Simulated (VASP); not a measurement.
## P: single point with PBE

The system is P.

```
P
1.0
     3.14308    0.00000    0.00000
    -1.57154    2.72198    0.00000
     0.00000    0.00000    3.10896
P
2
Direct
  0.33333 0.66667 0.25000
  0.66667 0.33333 0.75000
```

```json
{
  "Program": "VASP 6.6.1",
  "Task": "single point",
  "Functional": "PBE",
  "Potentials or basis": "VASP PAW PBE potentials, release 64 (P)",
  "Cutoff": "520 eV",
  "k mesh": "17 × 17 × 9",
  "Occupations": "fermi-dirac, width 0.05 eV",
  "Spin": "no spin polarisation"
}
```

```yaml
Pressure: 14.6 GPa
Band_gap_on_the_k_mesh: zero (band 5 reaches 13.37 eV, above the bottom of band 6 at 7.22 eV)
```

Stress tensor (GPa, compression positive):
```
14.66  0.00  0.00
 0.00 14.66  0.00
 0.00  0.00 14.55
```

Levels at points of the mesh, in eV from the Fermi level:
```tsv
k point	band 1	band 2	band 3	band 4	band 5	band 6	band 7	band 8	band 9	band 10
(0.00, 0.00, 0.00)	-17.68	-4.61	-2.68	-1.88	-1.88	2.23	2.23	2.41	8.85	9.42
```

It took 9.9 s on 1 thread of Intel(R) Xeon(R) 6975P-C (Granite Rapids), on a shared host, peak memory 0.15 GiB.
